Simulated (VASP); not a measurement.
# Zr (P6_3/mmc) in VASP: settings compared, part 3 of 3

VASP 6.6.1.

## Step 4: Single point, r2SCAN

This run uses another cell than the first one, of 18.72 Å³/atom.

POSCAR

```
Zr
1.0
    2.9781055041      0.0000000000      0.0000000000
   -1.4890527521      2.5791150217      0.0000000000
    0.0000000000      0.0000000000      4.8743207295
Zr
2
Direct
    0.6666666667      0.3333333333      0.7500000000
    0.3333333333      0.6666666667      0.2500000000
```

INCAR.step1

```
ALGO = Normal ; EDIFF = 1E-4
ENCUT = 520 ; GGA = PE
ISMEAR = -1 ; LASPH = T
LCHARG = F ; LREAL = F
LWAVE = T ; NBANDS = 19
NELM = 80 ; PREC = Accurate
SIGMA = 0.05
```

INCAR.step2

```
ALGO = Normal ; EDIFF = 1E-7
ENCUT = 520 ; ISIF = 2
ISMEAR = -1 ; ISTART = 1
LASPH = T ; LCHARG = T
LELF = T ; LMIXTAU = T
LREAL = F ; LVHAR = T
LWAVE = F ; METAGGA = R2SCAN
NBANDS = 19 ; NELM = 80
PREC = Accurate ; SIGMA = 0.05
```

KPOINTS

```
k-points
0
Gamma
  9 9 5
```

Potentials or basis: VASP PAW PBE potentials, release 64 (Zr_sv).

Command:

```console
> cat potpaw_PBE.64/Zr_sv/POTCAR > POTCAR
> cp INCAR.step1 INCAR
> mpirun -np 1 vasp_std > vasp.out
> cp INCAR.step2 INCAR
> mpirun -np 1 vasp_std > vasp.out
```

OUTCAR:

```text
EDIFF = 1E-7
   ENCUT = 520
   ISIF = 2
   ISMEAR = -1
   ISTART = 1
   LASPH = T
   LREAL = F
   METAGGA = R2SCAN
   NELM = 80
   PREC = Accurate

 ion  position               nearest neighbor table
   1  0.667  0.333  0.750-   2 2.98   2 2.98   2 2.98   2 2.98   2 2.98   2 2.98
   2  0.333  0.667  0.250-   1 2.98   1 2.98   1 2.98   1 2.98   1 2.98   1 2.98

  LATTYP: Found a hexagonal cell.
 ALAT       =     2.9781055041
 C/A-ratio  =     1.6367186195

  Lattice vectors:

 A1 = (   2.9781055041,   0.0000000000,   0.0000000000)
 A2 = (  -1.4890527521,   2.5791150217,   0.0000000000)
 A3 = (   0.0000000000,   0.0000000000,   4.8743207295)

Analysis of symmetry for initial positions (statically):
=====================================================================
 Subroutine PRICEL returns:
 Original cell was already a primitive cell.

 Routine SETGRP: Setting up the symmetry group for a
 hexagonal supercell.

 Subroutine GETGRP returns: Found 24 space group operations
 (whereof 12 operations were pure point group operations)
 out of a pool of 24 trial point group operations.

The static configuration has the point symmetry D_3d.
 The point group associated with its full space group is D_6h.

Analysis of symmetry for dynamics (positions and initial velocities):
=====================================================================
 Subroutine PRICEL returns:
 Original cell was already a primitive cell.

 Routine SETGRP: Setting up the symmetry group for a
 hexagonal supercell.

 Subroutine GETGRP returns: Found 24 space group operations
 (whereof 12 operations were pure point group operations)
 out of a pool of 24 trial point group operations.

The dynamic configuration has the point symmetry D_3d.
 The point group associated with its full space group is D_6h.

 Subroutine INISYM returns: Found 24 space group operations
 (whereof 12 operations are pure point group operations),
 and found     1 'primitive' translations

----------------------------------------------------------------------------------------

                                     Primitive cell

  volume of cell :      37.4391

  direct lattice vectors                    reciprocal lattice vectors
     2.978105504  0.000000000  0.000000000     0.335783940  0.193864948  0.000000000
    -1.489052752  2.579115022  0.000000000     0.000000000  0.387729896  0.000000000
     0.000000000  0.000000000  4.874320729     0.000000000  0.000000000  0.205156791

  length of vectors
     2.978105504  2.978105504  4.874320729     0.387729896  0.387729896  0.205156791

  position of ions in fractional coordinates (direct lattice)
     0.666666667  0.333333333  0.750000000
     0.333333333  0.666666667  0.250000000

  ion indices of the primitive-cell ions
   primitive index   ion index
                 1           1
                 2           2

----------------------------------------------------------------------------------------

 KPOINTS: k-points

Automatic generation of k-mesh.
 Grid dimensions read from file:
 generate k-points for:    9    9    5

 Generating k-lattice:

  Cartesian coordinates                     Fractional coordinates (reciprocal lattice)
     0.037309327  0.021540550  0.000000000     0.111111111  0.000000000  0.000000000
     0.000000000  0.043081100  0.000000000     0.000000000  0.111111111  0.000000000
     0.000000000  0.000000000  0.041031358     0.000000000  0.000000000  0.200000000

  Length of vectors
     0.043081100  0.043081100  0.041031358

  Shift w.r.t. Gamma in fractional coordinates (k-lattice)
     0.000000000  0.000000000  0.000000000

 Subroutine IBZKPT returns following result:
 ===========================================

 Found     36 irreducible k-points:

 Following reciprocal coordinates:
            Coordinates               Weight
  0.000000  0.000000  0.000000      1.000000
  0.111111 -0.000000  0.000000      6.000000
  0.222222 -0.000000  0.000000      6.000000
  0.333333 -0.000000  0.000000      6.000000
  0.444444 -0.000000  0.000000      6.000000
  0.111111  0.111111  0.000000      6.000000
[... 16 lines left out ...]
  0.333333  0.222222  0.200000     24.000000
  0.333333  0.333333  0.200000      4.000000
 [... further k-points ...]
   k-points           NKPTS =     36   k-points in BZ     NKDIM =     36   number of bands    NBANDS=     19
   number of dos      NEDOS =    301   number of ions     NIONS =      2
   total plane-waves  NPLWV =  20736
   dimension x,y,z NGX =    24 NGY =   24 NGZ =   36
   dimension x,y,z NGXF=    48 NGYF=   48 NGZF=   72
   ions per type =               2
   NGX,Y,Z   is equivalent  to a cutoff of  13.40, 13.40, 12.28 a.u.
   NGXF,Y,Z  is equivalent  to a cutoff of  26.79, 26.79, 24.56 a.u.
 SYSTEM =  unknown system
   PREC   = accura    normal or accurate (medium, high low for compatibility)
   ISTART =      1    job   : 0-new  1-cont  2-samecut
   ICHARG =      0    charge: 1-file 2-atom 10-const
   ISPIN  =      1    spin polarized calculation?
   LNONCOLLINEAR =      F non collinear calculations
   LSORBIT =      F    spin-orbit coupling
   LASPH  =      T    aspherical Exc in radial PAW
   ENCUT  =  520.0 eV  38.22 Ry    6.18 a.u.   5.54  5.54  9.06*2*pi/ulx,y,z
   NELM   =     80;   NELMIN=  2; NELMDL=  0     # of ELM steps
   EDIFF  = 0.1E-06   stopping-criterion for ELM
   LREAL  =      F    real-space projection
   EDIFFG = 0.1E-05   stopping-criterion for IOM
   NSW    =      0    number of steps for IOM
   IBRION =     -1    ionic relax: 0-MD 1-quasi-New 2-CG
   NFREE  =      0    steps in history (QN), initial steepest desc. (CG)
   ISIF   =      2    stress and relaxation
   ISYM   =      2    0-nonsym 1-usesym 2-fastsym
   POTIM  = 0.5000    time-step for ionic-motion
   TEBEG  =    0.0;   TEEND  =   0.0 temperature during run
   PSTRESS=    0.0 pullay stress
   NELECT =      24.0000    total number of electrons
   NUPDOWN=      -1.0000    fix difference up-down
   EMIN   =  10.00;   EMAX   =-10.00  energy-range for DOS
   EFERMI =   0.00;   METHOD = LEGACY
   ISMEAR =    -1;   SIGMA  =   0.05  broadening in eV -4-tet -1-fermi 0-gaus
   EFERMI_NEDOS =   21; number of points for ismear=-14 and -15
   IALGO  =     38    algorithm
   IMIX   =      4    mixing-type and parameters
     AMIX     =   0.40;   BMIX     =  1.00
     AMIX_MAG =   1.60;   BMIX_MAG =  1.00
  volume/ion in A,a.u.               =      18.72       126.33
  Fermi-wavevector in a.u.,A,eV,Ry     =   1.411574  2.667488 27.110164  1.992541
  Thomas-Fermi vector in A             =   2.533411
   LORBIT       =      0    0 simple, 1 ext, 2 COOP (PROOUT), +10 PAW based schemes
   METAGGA = R2SCAN    functional components
   LHFCALC =     F    Hartree Fock is set to
   AEXX    =    0.0000 exact exchange contribution
   IVDW    =     0    specifies the selected vdW correction
   LEPSILON=     F    determine dielectric tensor
   LRPA    =     F    only Hartree local field effects (RPA)
 non-spin polarized calculation
  energy-cutoff  :      520.00
  volume of cell :       37.44
 maximum number of plane-waves:      1032
 NGX is ok and might be reduce to    24
   NGX = 11   NGY = 11   NGZ = 19

 number of electron      23.9999999 magnetization

 Free energy of the ion-electron system (eV)
  ---------------------------------------------------
  ext. energy  EPLUGINS =         0.00000000
  ---------------------------------------------------
  free energy    TOTEN  =       -44.73436913 eV

  energy without entropy =      -44.71907005  energy(sigma->0) =      -44.72671959

 E-fermi :  11.7234     XC(G=0): -13.0975

 val. band max:       11.7170329653   @ k =   0.2222   0.1111   0.4000
 cond. band min:      11.7608900012   @ k =   0.0000   0.0000   0.4000
 fundamental gap:      0.0438570359
 Fermi energy:        11.7233715602

 k-point     1 :       0.0000    0.0000    0.0000
  band No.  band energies     occupation
      1     -38.5326      2.00000
      2     -38.1722      2.00000
      3     -16.8498      2.00000
      4     -15.0887      2.00000
      5     -15.0887      2.00000
      6     -14.8930      2.00000
[... 11 lines left out ...]
     18      14.7508      0.00000
     19      17.5615      0.00000
[... 485 lines left out ...]
 k-point    24 :       0.3333    0.3333    0.2000
  band No.  band energies     occupation
      1     -38.0793      2.00000
      2     -38.0793      2.00000
      3     -16.2712      2.00000
      4     -16.2304      2.00000
      5     -16.2304      2.00000
      6     -15.7817      2.00000
[... 11 lines left out ...]
     18      17.4031      0.00000
     19      20.9562      0.00000

 [... further k-points ...]

------------------------ aborting loop because EDIFF is reached ----------------------------------------

  FORCE on cell =-STRESS in cart. coord.  units (eV):
  Direction    XX          YY          ZZ          XY          YZ          ZX
  --------------------------------------------------------------------------------------
  -------------------------------------------------------------------------------------
  Total        7.0320544      7.0320544      7.0200362     -0.0000000     -0.0000000      0.0000000
  in kB      300.9316812    300.9316812    300.4173703     -0.0000000     -0.0000000      0.0000000
  external PRESSURE =     300.7602443 kB  Pullay stress =       0.0000000 kB

 VOLUME and BASIS-vectors are now :
 -----------------------------------------------------------------------------
  energy-cutoff  :      520.00
  volume of cell :       37.44
      direct lattice vectors                 reciprocal lattice vectors
     2.978105504  0.000000000  0.000000000     0.335783940  0.193864948  0.000000000
    -1.489052752  2.579115022  0.000000000     0.000000000  0.387729896  0.000000000
     0.000000000  0.000000000  4.874320729     0.000000000  0.000000000  0.205156791

 POSITION                                       TOTAL-FORCE (eV/Angst)
 -----------------------------------------------------------------------------------
      1.48905      0.85971      3.65574        -0.000000     -0.000000      0.000000
     -0.00000      1.71941      1.21858         0.000000      0.000000      0.000000
 -----------------------------------------------------------------------------------
    total drift:                               -0.000000      0.000000     -0.000000

  FREE ENERGIE OF THE ION-ELECTRON SYSTEM (eV)
  ---------------------------------------------------
  free  energy   TOTEN  =       -44.7343691256 eV

  energy  without entropy=      -44.7190700536  energy(sigma->0) =      -44.72671959
```

Wall time 57 s (1 thread of Intel Xeon Platinum 8488C (Sapphire Rapids), shared host); peak memory 0.16 GiB.

What came out:

* Free energy: -44.7344 eV
* Pressure: 30.1 GPa
* Band gap on the k mesh: zero (bands 12 and 13 overlap by 1.23 eV)

Caveat: the cell stands under pressure; the PAW data sets were made with another functional, which shifts forces and pressure a little.

## Step 5: Single point, r2SCAN

This run uses another cell than the first one, of 19.94 Å³/atom.

POSCAR

```
Zr
1.0
    3.0535884252      0.0000000000      0.0000000000
   -1.5267942126      2.6444851490      0.0000000000
    0.0000000000      0.0000000000      4.9383824564
Zr
2
Direct
    0.6666666667      0.3333333333      0.7500000000
    0.3333333333      0.6666666667      0.2500000000
```

INCAR.step1

```
SYSTEM = Zr
ALGO = Normal
EDIFF = 1E-4
ENCUT = 520
GGA = PE
ISMEAR = -1
LASPH = .TRUE.
LCHARG = .FALSE.
LREAL = .FALSE.
LWAVE = .TRUE.
NBANDS = 19
NELM = 60
PREC = Accurate
SIGMA = 0.05
```

INCAR.step2

```
SYSTEM = Zr
ALGO = Normal
EDIFF = 1E-6
ENCUT = 520
ISIF = 2
ISMEAR = -1
ISTART = 1
LASPH = .TRUE.
LCHARG = .TRUE.
LELF = .TRUE.
LMIXTAU = .TRUE.
LREAL = .FALSE.
LVHAR = .TRUE.
LWAVE = .FALSE.
METAGGA = R2SCAN
NBANDS = 19
NELM = 60
PREC = Accurate
SIGMA = 0.05
```

KPOINTS

```
k-points
0
G
  9 9 5
  0 0 0
```

Potentials or basis: VASP PAW PBE potentials, release 64 (Zr_sv).

Command:

```console
> cat potpaw_PBE.64/Zr_sv/POTCAR > POTCAR
> cp INCAR.step1 INCAR
> mpirun -np 1 vasp_std > vasp.out
> cp INCAR.step2 INCAR
> mpirun -np 1 vasp_std > vasp.out
```

OUTCAR:

```text
SYSTEM = Zr
   EDIFF = 1E-6
   ENCUT = 520
   ISIF = 2
   ISMEAR = -1
   ISTART = 1
   LASPH = .TRUE.
   LREAL = .FALSE.
   METAGGA = R2SCAN
   NELM = 60
   PREC = Accurate

 ion  position               nearest neighbor table
   1  0.667  0.333  0.750-   2 3.03   2 3.03   2 3.03   2 3.03   2 3.03   2 3.03
   2  0.333  0.667  0.250-   1 3.03   1 3.03   1 3.03   1 3.03   1 3.03   1 3.03

  LATTYP: Found a hexagonal cell.
 ALAT       =     3.0535884252
 C/A-ratio  =     1.6172390541

  Lattice vectors:

 A1 = (   3.0535884252,   0.0000000000,   0.0000000000)
 A2 = (  -1.5267942126,   2.6444851490,   0.0000000000)
 A3 = (   0.0000000000,   0.0000000000,   4.9383824564)

Analysis of symmetry for initial positions (statically):
=====================================================================
 Subroutine PRICEL returns:
 Original cell was already a primitive cell.

 Routine SETGRP: Setting up the symmetry group for a
 hexagonal supercell.

 Subroutine GETGRP returns: Found 24 space group operations
 (whereof 12 operations were pure point group operations)
 out of a pool of 24 trial point group operations.

The static configuration has the point symmetry D_3d.
 The point group associated with its full space group is D_6h.

Analysis of symmetry for dynamics (positions and initial velocities):
=====================================================================
 Subroutine PRICEL returns:
 Original cell was already a primitive cell.

 Routine SETGRP: Setting up the symmetry group for a
 hexagonal supercell.

 Subroutine GETGRP returns: Found 24 space group operations
 (whereof 12 operations were pure point group operations)
 out of a pool of 24 trial point group operations.

The dynamic configuration has the point symmetry D_3d.
 The point group associated with its full space group is D_6h.

 Subroutine INISYM returns: Found 24 space group operations
[... 112 lines left out ...]
   ISMEAR =    -1;   SIGMA  =   0.05  broadening in eV -4-tet -1-fermi 0-gaus
   EFERMI_NEDOS =   21; number of points for ismear=-14 and -15
   IALGO  =     38    algorithm
   IMIX   =      4    mixing-type and parameters
     AMIX     =   0.40;   BMIX     =  1.00
     AMIX_MAG =   1.60;   BMIX_MAG =  1.00
  volume/ion in A,a.u.               =      19.94       134.56
  Fermi-wavevector in a.u.,A,eV,Ry     =   1.382186  2.611953 25.993085  1.910438
  Thomas-Fermi vector in A             =   2.506901
   LORBIT       =      0    0 simple, 1 ext, 2 COOP (PROOUT), +10 PAW based schemes
   METAGGA = R2SCAN    functional components
   LHFCALC =     F    Hartree Fock is set to
   AEXX    =    0.0000 exact exchange contribution
   IVDW    =     0    specifies the selected vdW correction
   LEPSILON=     F    determine dielectric tensor
   LRPA    =     F    only Hartree local field effects (RPA)
 non-spin polarized calculation
  energy-cutoff  :      520.00
  volume of cell :       39.88
 maximum number of plane-waves:      1092
 NGX is ok and might be reduce to    24
   NGX = 11   NGY = 11   NGZ = 19

 number of electron      24.0000001 magnetization

 Free energy of the ion-electron system (eV)
  ---------------------------------------------------
  ext. energy  EPLUGINS =         0.00000000
  ---------------------------------------------------
  free energy    TOTEN  =       -45.11257118 eV

  energy without entropy =      -45.09734120  energy(sigma->0) =      -45.10495619

 E-fermi :  10.9002     XC(G=0): -12.7540

 val. band max:       10.8912931949   @ k =   0.2222   0.2222   0.4000
 cond. band min:      10.9056826781   @ k =   0.0000   0.0000   0.4000
 fundamental gap:      0.0143894832
 Fermi energy:        10.9001724554

 k-point     1 :       0.0000    0.0000    0.0000
  band No.  band energies     occupation
      1     -39.4108      2.00000
      2     -39.1162      2.00000
      3     -17.5856      2.00000
      4     -16.1206      2.00000
      5     -16.1206      2.00000
      6     -15.9256      2.00000
[... 505 lines left out ...]
      6     -16.6486      2.00000
[... 11 lines left out ...]
     18      16.2787      0.00000
     19      19.4689      0.00000

 [... further k-points ...]

------------------------ aborting loop because EDIFF is reached ----------------------------------------

  FORCE on cell =-STRESS in cart. coord.  units (eV):
  Direction    XX          YY          ZZ          XY          YZ          ZX
  --------------------------------------------------------------------------------------
  -------------------------------------------------------------------------------------
  Total        4.9873864      4.9873864      4.9772875      0.0000000      0.0000000      0.0000000
  in kB      200.3767115    200.3767115    199.9709702      0.0000000      0.0000000      0.0000000
  external PRESSURE =     200.2414644 kB  Pullay stress =       0.0000000 kB

 VOLUME and BASIS-vectors are now :
 -----------------------------------------------------------------------------
  energy-cutoff  :      520.00
  volume of cell :       39.88
      direct lattice vectors                 reciprocal lattice vectors
     3.053588425  0.000000000  0.000000000     0.327483557  0.189072720  0.000000000
    -1.526794213  2.644485149  0.000000000     0.000000000  0.378145440  0.000000000
     0.000000000  0.000000000  4.938382456     0.000000000  0.000000000  0.202495454

 POSITION                                       TOTAL-FORCE (eV/Angst)
 -----------------------------------------------------------------------------------
      1.52679      0.88150      3.70379         0.000000      0.000000      0.000000
     -0.00000      1.76299      1.23460        -0.000000     -0.000000      0.000000
 -----------------------------------------------------------------------------------
    total drift:                               -0.000000      0.000000     -0.000000

  FREE ENERGIE OF THE ION-ELECTRON SYSTEM (eV)
  ---------------------------------------------------
  free  energy   TOTEN  =       -45.1125711780 eV

  energy  without entropy=      -45.0973411996  energy(sigma->0) =      -45.10495619
```

OUTCAR.step1:

```text
SYSTEM = Zr
   EDIFF = 1E-4
   ENCUT = 520
   GGA = PE
   ISMEAR = -1
   LASPH = .TRUE.
   LREAL = .FALSE.
[... 751 lines left out ...]
      1.52679      0.88150      3.70379        -0.000000      0.000000      0.000000
     -0.00000      1.76299      1.23460         0.000000     -0.000000      0.000000
 -----------------------------------------------------------------------------------
    total drift:                               -0.000000      0.000000     -0.000000

  FREE ENERGIE OF THE ION-ELECTRON SYSTEM (eV)
  ---------------------------------------------------
  free  energy   TOTEN  =       -16.6805372922 eV

  energy  without entropy=      -16.6631373169  energy(sigma->0) =      -16.67183730
```

It took 57 s on 1 thread of Intel Xeon Platinum 8488C (Sapphire Rapids), shared host; peak memory 0.17 GiB.

Results:

| Item | Value |
| --- | --- |
| Free energy | -45.1126 eV |
| Pressure | 20.0 GPa |
| Band gap on the k mesh | zero (bands 12 and 13 overlap by 1.26 eV) |

Caveat: the cell stands under pressure; the PAW data sets were made with another functional, which shifts forces and pressure a little.

## Step 6: Overview

```tsv
level	cell	k mesh	gap on the mesh (eV)	pressure (GPa)
PBE	a = 3.232, b = 3.232, c = 5.250 Å, angles 90.0, 90.0, 120.0°, 2 atoms	8 × 8 × 4	none	-1.2
PBE	a = 3.232, b = 3.232, c = 5.353 Å, angles 90.0, 90.0, 120.0°, 2 atoms	8 × 8 × 4	none	-3.0
r2SCAN	a = 2.978, b = 2.978, c = 4.874 Å, angles 90.0, 90.0, 120.0°, 2 atoms	9 × 9 × 5	none	30.1
r2SCAN	a = 3.054, b = 3.054, c = 4.938 Å, angles 90.0, 90.0, 120.0°, 2 atoms	9 × 9 × 5	none	20.0
```

Alike in all rows: task single point; potentials or basis VASP PAW PBE potentials, release 64 (Zr_sv); no spin polarisation; cutoff (eV) 520; smearing fermi-dirac 0.05 eV.

Caveats: the cell stands under pressure (at least some runs); the PAW data sets were made with another functional, which shifts forces and pressure a little (at least some runs).

Absolute energies hang on the potentials; compare differences alone.
